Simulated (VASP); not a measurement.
Crystal: TiB2.

```
Ti B
1.0
     3.06575    0.00000    0.00000
    -1.53287    2.65501    0.00000
     0.00000    0.00000    3.27126
Ti B
1 2
Cartesian
  0.0000 0.0000 0.0000
  0.0000 1.7700 1.6356
  1.5329 0.8850 1.6356
```

- Program: VASP 6.6.1
- Task: relaxation of cell and atoms
- Functional: LDA
- Potentials or basis: VASP PAW LDA potentials, release 64 (Ti_sv, B)
- Cutoff: 600 eV
- k mesh: 12 × 12 × 10
- Occupations: fermi-dirac, width 0.05 eV
- Spin: no spin polarisation

At the start: pressure -18.9 GPa; volume 8.88 Å³/atom.

How do energy, volume and symmetry change on relaxing?

Over 8 steps the energy falls by 43.1 meV/atom and the volume is 8.19 Å³/atom (-7.7 %); space group P6/mmm (No. 191, to 0.1 Å) before and after.

Step by step:
| step | energy change (eV) | largest force (eV/Å) | pressure (GPa) | volume (Å³) |
| --- | --- | --- | --- | --- |
| 1 | 0.0000 | 0.0000 | -18.91 | 26.63 |
| 2 | 0.0064 | 0.0000 | 24.93 | 22.79 |
| 3 | -0.1268 | 0.0000 | -0.28 | 24.64 |
| 4 | -0.1268 | 0.0000 | 0.10 | 24.60 |
| 5 | -0.1293 | 0.0000 | 0.17 | 24.56 |
| 6 | -0.1293 | 0.0000 | 0.19 | 24.56 |
| 7 | -0.1293 | 0.0000 | -0.13 | 24.59 |
| 8 | -0.1293 | 0.0000 | -0.08 | 24.58 |

Final structure:
```xyz
3
Lattice="2.9957 0.0000 0.0000 -1.4979 2.5944 0.0000 0.0000 0.0000 3.1622" Properties=species:S:1:pos:R:3 pbc="T T T"
Ti    0.0000    0.0000    0.0000
B     0.0000    1.7296    1.5811
B     1.4979    0.8648    1.5811
```
